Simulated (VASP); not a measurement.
Runs of VASP 6.6.1 on NiBi. Symmetry: P6_3/mmc, No. 194, hexagonal system. The conventional cell has a = 4.118 Å, b = 4.118 Å, c = 5.244 Å, α = 90.00°, β = 90.00°, γ = 120.00°. Ni (site symmetry -3m) has 2 Ni at 2.62 Å and 6 Bi at 2.71 Å within 3.5 Å. Bi (site symmetry -6m2) has 6 Ni at 2.71 Å and 6 Bi at 3.54 Å within 3.6 Å. 

```tsv
fixed moment (μB)	pressure (GPa)	moment (μB)
1.8	(a)	1.80
2.7	-1.0	2.70
3.6	2.4	3.60
0.9	-4.7	0.90
```

Alike in all rows: task single point; level LDA; potentials or basis VASP PAW LDA potentials, release 64 (Ni, Bi_d); spin collinear, ferromagnetic start; cell as given; k mesh 6 × 6 × 4; cutoff (eV) 520; smearing fermi-dirac 0.05 eV.

Question: Estimate the missing entries.

Answer: (a) -3.3.

Caveats: the total moment is fixed, so each spin has its own Fermi level and the state may be an excited one; the cell stands under tension (at least some runs).
